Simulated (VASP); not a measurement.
# Se (Cmcm) in VASP: notebook

Runs on Se. Level: PBE. Tasks: single point.

All numbers are computed with VASP 6.6.1; they aren't measurements. Logs are shortened: lines on timing, memory, paths and dates and some standing lists are left out, and cuts for length are marked.

## (1) The cell of the first run

The structure is orthorhombic, space group Cmcm (No. 63). The conventional cell has a = 8.319 Å, b = 4.944 Å, c = 4.937 Å, α = 90.00°, β = 90.00°, γ = 90.00°. Se (site symmetry m2m) has 6 Se at 2.52 to 2.63 Å within 3.3 Å. Within 3.8 Å of Se (site symmetry m) lie 16 Se at 2.48 to 3.75 Å.

The cell was generated, and may not be a known phase.

## (2) Single point, PBE

Contents of INCAR:

```
PREC = Accurate
ENCUT = 520
EDIFF = 1E-6
ISMEAR = 0
SIGMA = 0.1
LREAL = False
LASPH = True
NELM = 80
ALGO = Normal
ISIF = 2
LWAVE = False
LCHARG = False
GGA = PE
NBANDS = 27
```

Contents of KPOINTS:

```
Automatic mesh
0
Gamma
  4 4 4
```

Contents of POSCAR:

```
Se
1.0
    4.1595048000     -2.4721450100      0.0000000000
    4.1595048000      2.4721450100      0.0000000000
    0.0000000000      0.0000000000      4.9367150200
Se
6
Direct
    0.0931472200      0.9068527800      0.7500000000
    0.9068527800      0.0931472200      0.2500000000
    0.7305502800      0.6791313000      0.2500000000
    0.2694497200      0.3208687000      0.7500000000
    0.6791313000      0.7305502800      0.7500000000
    0.3208687000      0.2694497200      0.2500000000
```

Potentials or basis: VASP PAW PBE potentials, release 64 (Se).

Command:

```sh
> cat potpaw_PBE.64/Se/POTCAR > POTCAR
> mpirun -np 1 vasp_std > vasp.out
```

OUTCAR:

```text
PREC = Accurate
   ENCUT = 520
   EDIFF = 1E-6
   ISMEAR = 0
   LREAL = False
   LASPH = True
   NELM = 80
   ISIF = 2
   GGA = PE

 ion  position               nearest neighbor table
   1  0.093  0.907  0.750-   4 2.52   5 2.52   5 2.54   4 2.54   2 2.63   2 2.63
   2  0.907  0.093  0.250-   3 2.52   6 2.52   3 2.54   6 2.54   1 2.63   1 2.63
   3  0.731  0.679  0.250-   5 2.48   5 2.48   2 2.52   2 2.54   6 2.58   6 2.58
   4  0.269  0.321  0.750-   6 2.48   6 2.48   1 2.52   1 2.54   5 2.58   5 2.58
   5  0.679  0.731  0.750-   3 2.48   3 2.48   1 2.52   1 2.54   4 2.58   4 2.58
   6  0.321  0.269  0.250-   4 2.48   4 2.48   2 2.52   2 2.54   3 2.58   3 2.58

  LATTYP: Found a base centered orthorhombic cell.
 ALAT       =     4.9442900200
 B/A-ratio  =     1.6825488728
 C/A-ratio  =     0.9984679297

  Lattice vectors:

 A1 = (  -4.1595048000,  -2.4721450100,   0.0000000000)
 A2 = (   4.1595048000,  -2.4721450100,   0.0000000000)
 A3 = (   0.0000000000,   0.0000000000,   4.9367150200)

Analysis of symmetry for initial positions (statically):
=====================================================================
 Subroutine PRICEL returns:
 Original cell was already a primitive cell.

 Routine SETGRP: Setting up the symmetry group for a
 base centered orthorhombic supercell.

 Subroutine GETGRP returns: Found  8 space group operations
 (whereof  4 operations were pure point group operations)
 out of a pool of  8 trial point group operations.

The static configuration has the point symmetry C_2h.
 The point group associated with its full space group is D_2h.

Analysis of symmetry for dynamics (positions and initial velocities):
=====================================================================
 Subroutine PRICEL returns:
 Original cell was already a primitive cell.

 Routine SETGRP: Setting up the symmetry group for a
 base centered orthorhombic supercell.

 Subroutine GETGRP returns: Found  8 space group operations
 (whereof  4 operations were pure point group operations)
 out of a pool of  8 trial point group operations.

The dynamic configuration has the point symmetry C_2h.
 The point group associated with its full space group is D_2h.

 Subroutine INISYM returns: Found  8 space group operations
 (whereof  4 operations are pure point group operations),
 and found     1 'primitive' translations

----------------------------------------------------------------------------------------

                                     Primitive cell

  volume of cell :     101.5275

  direct lattice vectors                    reciprocal lattice vectors
     4.159504800 -2.472145010  0.000000000     0.120206617 -0.202253508  0.000000000
     4.159504800  2.472145010  0.000000000     0.120206617  0.202253508  0.000000000
     0.000000000  0.000000000  4.936715020     0.000000000  0.000000000  0.202563850

  length of vectors
     4.838696222  4.838696222  4.936715020     0.235278797  0.235278797  0.202563850

  position of ions in fractional coordinates (direct lattice)
     0.093147220  0.906852780  0.750000000
     0.906852780  0.093147220  0.250000000
     0.730550280  0.679131300  0.250000000
     0.269449720  0.320868700  0.750000000
     0.679131300  0.730550280  0.750000000
     0.320868700  0.269449720  0.250000000

  ion indices of the primitive-cell ions
   primitive index   ion index
                 1           1
                 2           2
                 3           3
                 4           4
                 5           5
                 6           6

----------------------------------------------------------------------------------------

 KPOINTS: Automatic mesh

Automatic generation of k-mesh.
 Grid dimensions read from file:
 generate k-points for:    4    4    4

 Generating k-lattice:

  Cartesian coordinates                     Fractional coordinates (reciprocal lattice)
     0.030051654 -0.050563377  0.000000000     0.250000000  0.000000000  0.000000000
     0.030051654  0.050563377  0.000000000     0.000000000  0.250000000  0.000000000
     0.000000000  0.000000000  0.050640962     0.000000000  0.000000000  0.250000000

  Length of vectors
     0.058819699  0.058819699  0.050640962

  Shift w.r.t. Gamma in fractional coordinates (k-lattice)
     0.000000000  0.000000000  0.000000000

 Subroutine IBZKPT returns following result:
 ===========================================

 Found     21 irreducible k-points:

 Following reciprocal coordinates:
            Coordinates               Weight
  0.000000  0.000000  0.000000      1.000000
  0.250000 -0.000000  0.000000      4.000000
  0.500000 -0.000000  0.000000      2.000000
  0.250000  0.250000  0.000000      2.000000
  0.500000  0.250000  0.000000      4.000000
 -0.250000  0.250000  0.000000      2.000000
[... 13 lines left out ...]
 -0.250000  0.250000  0.500000      2.000000
  0.500000  0.500000  0.500000      1.000000
   k-points           NKPTS =     21   k-points in BZ     NKDIM =     21   number of bands    NBANDS=     27
   number of dos      NEDOS =    301   number of ions     NIONS =      6
   total plane-waves  NPLWV =  51840
   dimension x,y,z NGX =    36 NGY =   36 NGZ =   40
   dimension x,y,z NGXF=    72 NGYF=   72 NGZF=   80
   ions per type =               6
   NGX,Y,Z   is equivalent  to a cutoff of  12.37, 12.37, 13.47 a.u.
   NGXF,Y,Z  is equivalent  to a cutoff of  24.74, 24.74, 26.94 a.u.
 SYSTEM =  unknown system
   PREC   = accura    normal or accurate (medium, high low for compatibility)
   ISTART =      0    job   : 0-new  1-cont  2-samecut
   ICHARG =      2    charge: 1-file 2-atom 10-const
   ISPIN  =      1    spin polarized calculation?
   LNONCOLLINEAR =      F non collinear calculations
   LSORBIT =      F    spin-orbit coupling
   LASPH  =      T    aspherical Exc in radial PAW
   ENCUT  =  520.0 eV  38.22 Ry    6.18 a.u.   9.00  9.00  9.18*2*pi/ulx,y,z
   NELM   =     80;   NELMIN=  2; NELMDL= -5     # of ELM steps
   EDIFF  = 0.1E-05   stopping-criterion for ELM
   LREAL  =      F    real-space projection
   EDIFFG = 0.1E-04   stopping-criterion for IOM
   NSW    =      0    number of steps for IOM
   IBRION =     -1    ionic relax: 0-MD 1-quasi-New 2-CG
   NFREE  =      0    steps in history (QN), initial steepest desc. (CG)
   ISIF   =      2    stress and relaxation
   ISYM   =      2    0-nonsym 1-usesym 2-fastsym
   POTIM  = 0.5000    time-step for ionic-motion
   TEBEG  =    0.0;   TEEND  =   0.0 temperature during run
   PSTRESS=    0.0 pullay stress
   NELECT =      36.0000    total number of electrons
   NUPDOWN=      -1.0000    fix difference up-down
   EMIN   =  10.00;   EMAX   =-10.00  energy-range for DOS
   EFERMI =   0.00;   METHOD = LEGACY
   ISMEAR =     0;   SIGMA  =   0.10  broadening in eV -4-tet -1-fermi 0-gaus
   EFERMI_NEDOS =   21; number of points for ismear=-14 and -15
   IALGO  =     38    algorithm
   IMIX   =      4    mixing-type and parameters
     AMIX     =   0.40;   BMIX     =  1.00
     AMIX_MAG =   1.60;   BMIX_MAG =  1.00
  volume/ion in A,a.u.               =      16.92       114.19
  Fermi-wavevector in a.u.,A,eV,Ry     =   1.158727  2.189677 18.267838  1.342648
  Thomas-Fermi vector in A             =   2.295326
   LORBIT       =      0    0 simple, 1 ext, 2 COOP (PROOUT), +10 PAW based schemes
   GGA     = PE    functional components
   LHFCALC =     F    Hartree Fock is set to
   AEXX    =    0.0000 exact exchange contribution
   IVDW    =     0    specifies the selected vdW correction
   LEPSILON=     F    determine dielectric tensor
   LRPA    =     F    only Hartree local field effects (RPA)
 non-spin polarized calculation
 Gauss-broadening in eV      SIGMA  =   0.10
  energy-cutoff  :      520.00
  volume of cell :      101.53
 maximum number of plane-waves:      2754
   NGX = 17   NGY = 17   NGZ = 19

 number of electron      35.9999999 magnetization

 Free energy of the ion-electron system (eV)
  ---------------------------------------------------
  ext. energy  EPLUGINS =         0.00000000
  ---------------------------------------------------
  free energy    TOTEN  =       -15.15485182 eV

  energy without entropy =      -15.14646854  energy(sigma->0) =      -15.15066018

 E-fermi :   8.3245     XC(G=0): -11.2375

 val. band max:        8.2610473568   @ k =   0.2500   0.2500   0.2500
 cond. band min:       8.3942498235   @ k =   0.2500   0.2500   0.5000
 fundamental gap:      0.1332024668
 Fermi energy:         8.3245318477

 k-point     1 :       0.0000    0.0000    0.0000
  band No.  band energies     occupation
      1     -10.8460      2.00000
      2      -7.2981      2.00000
      3      -5.9276      2.00000
      4      -5.3780      2.00000
      5      -1.9978      2.00000
      6      -1.9953      2.00000
[... 19 lines left out ...]
     26      14.3172      0.00000
     27      15.6303      0.00000

 k-point     2 :       0.2500   -0.0000    0.0000
  band No.  band energies     occupation
      1     -10.4106      2.00000
      2      -7.3769      2.00000
      3      -6.7270      2.00000
      4      -5.7016      2.00000
      5      -3.1416      2.00000
      6      -2.4554      2.00000
[... 19 lines left out ...]
     26      14.4852      0.00000
     27      15.3492      0.00000

 k-point     3 :       0.5000   -0.0000    0.0000
  band No.  band energies     occupation
      1      -9.3731      2.00000
      2      -8.8543      2.00000
      3      -6.4825      2.00000
      4      -5.7804      2.00000
      5      -4.3216      2.00000
      6      -2.6117      2.00000
[... 504 lines left out ...]
      1      -8.3811      2.00000
      2      -8.3811      2.00000
      3      -6.9997      2.00000
      4      -6.9997      2.00000
      5      -5.0561      2.00000
      6      -5.0561      2.00000
[... 19 lines left out ...]
     26      14.3721      0.00000
     27      16.1149      0.00000

 k-point    21 :       0.5000    0.5000    0.5000
  band No.  band energies     occupation
      1      -8.3267      2.00000
      2      -8.3267      2.00000
      3      -6.9893      2.00000
      4      -6.9893      2.00000
      5      -5.0599      2.00000
      6      -5.0599      2.00000
[... 19 lines left out ...]
     26      14.3288      0.00000
     27      15.6053      0.00000

------------------------ aborting loop because EDIFF is reached ----------------------------------------

  FORCE on cell =-STRESS in cart. coord.  units (eV):
  Direction    XX          YY          ZZ          XY          YZ          ZX
  --------------------------------------------------------------------------------------
  -------------------------------------------------------------------------------------
  Total       28.2862987     27.4343570     26.0016704      0.0000000      0.0000000      0.0000000
  in kB      446.3783064    432.9340498    410.3252161      0.0000000      0.0000000      0.0000000
  external PRESSURE =     429.8791908 kB  Pullay stress =       0.0000000 kB

 VOLUME and BASIS-vectors are now :
 -----------------------------------------------------------------------------
  energy-cutoff  :      520.00
  volume of cell :      101.53
      direct lattice vectors                 reciprocal lattice vectors
     4.159504800 -2.472145010  0.000000000     0.120206617 -0.202253508  0.000000000
     4.159504800  2.472145010  0.000000000     0.120206617  0.202253508  0.000000000
     0.000000000  0.000000000  4.936715020     0.000000000  0.000000000  0.202563850

 POSITION                                       TOTAL-FORCE (eV/Angst)
 -----------------------------------------------------------------------------------
      4.15950      2.01160      3.70254         0.000000      0.360086      0.000000
      4.15950     -2.01160      1.23418         0.000000     -0.360086     -0.000000
      5.86358     -0.12712      1.23418        -1.405347      0.709576      0.000000
      2.45543      0.12712      3.70254         1.405347     -0.709576      0.000000
      5.86358      0.12712      3.70254        -1.405347     -0.709576      0.000000
      2.45543     -0.12712      1.23418         1.405347      0.709576     -0.000000
 -----------------------------------------------------------------------------------
    total drift:                                0.000000     -0.000000     -0.000000

  FREE ENERGIE OF THE ION-ELECTRON SYSTEM (eV)
  ---------------------------------------------------
  free  energy   TOTEN  =       -15.1548518200 eV

  energy  without entropy=      -15.1464685395  energy(sigma->0) =      -15.15066018
```

It took 91 s on 1 thread of Intel Xeon 8259CL, shared host; peak memory 0.23 GiB.

Results:

```yaml
Free_energy: -15.1549 eV
Pressure: 43.0 GPa
Largest_force: 1.574 eV/Å
Band_gap_on_the_k_mesh: zero (bands 18 and 19 overlap by 1.93 eV)
```

Forces in eV/Å, atoms in the order of the input:
```
Se   0.000  0.360  0.000
Se   0.000 -0.360  0.000
Se  -1.405  0.710  0.000
Se   1.405 -0.710  0.000
Se  -1.405 -0.710  0.000
Se   1.405  0.710  0.000
```

Levels at points of the mesh, in eV from the Fermi level:
```tsv
k point	band 14	band 15	band 16	band 17	band 18	band 19	band 20	band 21	band 22	band 23
(0.00, 0.00, 0.00)	-5.09	-4.90	-1.65	-1.02	0.42	1.93	2.94	3.18	3.79	4.70
(0.50, 0.00, 0.00)	-2.20	-2.14	-1.61	-1.24	-0.45	0.35	0.39	2.70	3.47	4.21
(0.50, 0.50, 0.00)	-2.02	-1.95	-0.95	-0.90	-0.54	-0.52	-0.15	3.30	3.77	4.14
(0.00, 0.00, 0.50)	-4.64	-2.25	-2.25	-0.30	-0.30	0.44	0.44	4.29	4.29	4.77
(0.50, 0.00, 0.50)	-3.11	-2.15	-2.15	-1.60	-1.60	-1.15	-1.15	0.30	0.30	3.09
(0.50, 0.50, 0.50)	-2.91	-2.36	-2.36	-0.80	-0.80	-0.72	-0.72	-0.11	-0.11	3.00
```

Caveat: the k points lie up to 0.37 Å⁻¹ apart, too coarse for converged energies and pressures of a metal; forces of over 1 eV/Å act on the atoms, so gaps and moduli don't describe the material at rest.

## (3) Single point, PBE

This run uses another cell than the first one, of 23.07 Å³/atom.

Contents of INCAR:

```
SYSTEM = Se
  PREC = Accurate
  ENCUT = 520
  EDIFF = 1E-6
  ISMEAR = 0
  SIGMA = 0.1
  LREAL = .False.
  LASPH = .True.
  NELM = 60
  ALGO = Normal
  ISIF = 2
  LWAVE = .False.
  LCHARG = .True.
  GGA = PE
  LELF = .True.
  LVHAR = .True.
  NBANDS = 27
```

Contents of KPOINTS:

```
regular mesh
0
Gamma
  4 4 4
  0 0 0
```

Contents of POSCAR:

```
Se
1.0
    4.7809991372     -2.6751178093      0.0000000000
    4.7809991372      2.6751178093      0.0000000000
    0.0000000000      0.0000000000      5.4109158538
Se
6
Direct
    0.0791852688      0.9208147312      0.7500000000
    0.9208147312      0.0791852688      0.2500000000
    0.7115479072      0.6765703813      0.2500000000
    0.2884520928      0.3234296187      0.7500000000
    0.6765703813      0.7115479072      0.7500000000
    0.3234296187      0.2884520928      0.2500000000
```

Potentials or basis: VASP PAW PBE potentials, release 64 (Se).

Command:

```sh
> cat potpaw_PBE.64/Se/POTCAR > POTCAR
> mpirun -np 1 vasp_std > vasp.out
```

It took 2.9 min on 1 thread of Intel Xeon 8259CL, shared host; peak memory 0.26 GiB.

It converged, with:

```
Free energy            : -19.2485 eV
Pressure               : 0.0 GPa
Largest force          : 0.028 eV/Å
Band gap on the k mesh : zero (bands 18 and 19 overlap by 1.93 eV)
```

Forces in eV/Å, atoms in the order of the input:
```
Se   0.000 -0.028  0.000
Se   0.000  0.028  0.000
Se  -0.013 -0.013  0.000
Se   0.013  0.013  0.000
Se  -0.013  0.013  0.000
Se   0.013 -0.013  0.000
```

Levels at points of the mesh, in eV from the Fermi level:
| k point | band 14 | band 15 | band 16 | band 17 | band 18 | band 19 | band 20 | band 21 | band 22 | band 23 |
| --- | --- | --- | --- | --- | --- | --- | --- | --- | --- | --- |
| (0.00, 0.00, 0.00) | -3.18 | -2.99 | -1.21 | -0.88 | 1.26 | 1.69 | 2.00 | 3.21 | 3.49 | 3.63 |
| (0.50, 0.00, 0.00) | -1.51 | -1.39 | -1.10 | -1.09 | -0.09 | 0.80 | 1.44 | 1.67 | 2.39 | 3.69 |
| (0.50, 0.50, 0.00) | -1.53 | -1.48 | -1.19 | -0.71 | -0.48 | -0.10 | 1.08 | 1.69 | 2.35 | 3.31 |
| (0.00, 0.00, 0.50) | -2.99 | -1.64 | -1.64 | -0.49 | -0.49 | -0.11 | -0.11 | 2.36 | 2.36 | 2.71 |
| (0.50, 0.00, 0.50) | -1.87 | -1.56 | -1.56 | -0.70 | -0.70 | -0.38 | -0.38 | -0.18 | -0.18 | 1.80 |
| (0.50, 0.50, 0.50) | -2.16 | -1.99 | -1.99 | -0.77 | -0.77 | -0.67 | -0.67 | -0.02 | -0.02 | 1.62 |

The gap in the log of VASP goes by the Fermi energy; the results here count the filled bands.